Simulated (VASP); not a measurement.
Here is a VASP 6.6.1 calculation.

File INCAR:

```
PREC = Accurate
ENCUT = 520
EDIFF = 1E-6
ISMEAR = 0
SIGMA = 0.1
LREAL = Auto
LASPH = T
NELM = 120
ALGO = Normal
ISIF = 2
LWAVE = F
LCHARG = F
GGA = PE
NBANDS = 72
GGA_COMPAT = F
```

File KPOINTS:

```
regular mesh
0
Gamma
  3 3 3
```

The input POSCAR:

```
Al32N
1.0
    8.1000000000      0.0000000000      0.0000000000
    0.0000000000      8.1000000000      0.0000000000
    0.0000000000      0.0000000000      8.1000000000
Al N
32 1
Direct
    0.4998697531     -0.0003682716     -0.0000929630
    0.7503011111      0.2500345679     -0.0000935802
    0.7487161728      0.0012317284      0.2487354321
   -0.0000834568      0.0021050617     -0.0000674074
    0.2495120988      0.2500327160     -0.0000885185
    0.4998716049      0.5004180247     -0.0000916049
    0.7478162963      0.7500225926     -0.0000674074
    0.2510596296      0.0011500000      0.2488169136
    0.4998688889      0.2500345679      0.2503267901
    0.7487362963      0.4988275309      0.2487555556
    0.4999058025      0.0021066667      0.4999398765
    0.7478179012      0.2500250617      0.4999395062
    0.7487723457      0.0011756790      0.7511043210
   -0.0000834568      0.4979527160     -0.0000679012
    0.2519650617      0.7500225926     -0.0000691358
   -0.0000835802      0.2500249383      0.2478481481
    0.2510398765      0.4989088889      0.2488351852
    0.4999060494      0.7500224691      0.2478449383
   -0.0001238272      0.0056079012      0.4999107407
    0.2519640741      0.2500255556      0.4999393827
    0.4999050617      0.4979513580      0.4999397531
    0.7442202469      0.7500333333      0.4999107407
    0.2510049383      0.0010992593      0.7510244444
    0.4998739506      0.2500332099      0.7495391358
    0.7487911111      0.4988834568      0.7510844444
   -0.0001238272      0.7500333333      0.2442908642
   -0.0001234568      0.4945022222      0.4999109877
    0.2553469136      0.7500328395      0.4999119753
   -0.0000838272      0.2500254321      0.7519961728
    0.2509867901      0.4989590123      0.7510067901
    0.4999040741      0.7500225926      0.7519985185
   -0.0001228395      0.7500329630      0.7554061728
   -0.0004083951      0.7501011111      0.4997182716
```

Potentials or basis: VASP PAW PBE potentials, release 64 (Al, N).

Launch:

```sh
$ cat potpaw_PBE.64/Al/POTCAR potpaw_PBE.64/N/POTCAR > POTCAR
$ mpirun -np 1 vasp_std > vasp.out
```

Problem. Predict the pressure.

Solution. -0.1 GPa.

Problem. Estimate the largest force.

Solution. 0.009 eV/Å.

Problem. Estimate the band gap on the k mesh.

Solution. Zero (an odd number of electrons rules out a gap without spin polarisation).

Forces on the atoms (eV/Å):
```
Al   0.000 -0.004  0.000
Al   0.000  0.000  0.001
Al  -0.003  0.002 -0.003
Al   0.000  0.005  0.000
Al  -0.006  0.000  0.000
Al   0.000  0.006 -0.001
Al  -0.005  0.000 -0.001
Al   0.003  0.004 -0.005
Al   0.000  0.000  0.002
Al  -0.004 -0.002 -0.003
Al   0.000  0.005  0.000
Al  -0.005  0.000 -0.001
Al  -0.004  0.004  0.003
Al   0.000 -0.006  0.000
Al   0.006  0.000  0.000
Al   0.000  0.000 -0.005
Al   0.004 -0.004 -0.005
Al   0.000  0.000 -0.005
Al   0.000 -0.007 -0.001
Al   0.006  0.000  0.000
Al   0.000 -0.006  0.000
Al   0.008  0.000 -0.001
Al   0.005  0.005  0.005
Al   0.000  0.000 -0.006
Al  -0.004 -0.003  0.004
Al   0.000  0.000  0.008
Al   0.000  0.006  0.000
Al  -0.009  0.000  0.001
Al   0.000  0.000  0.006
Al   0.005 -0.005  0.005
Al   0.000  0.000  0.006
Al   0.000  0.000 -0.008
N    0.004 -0.001  0.003
```
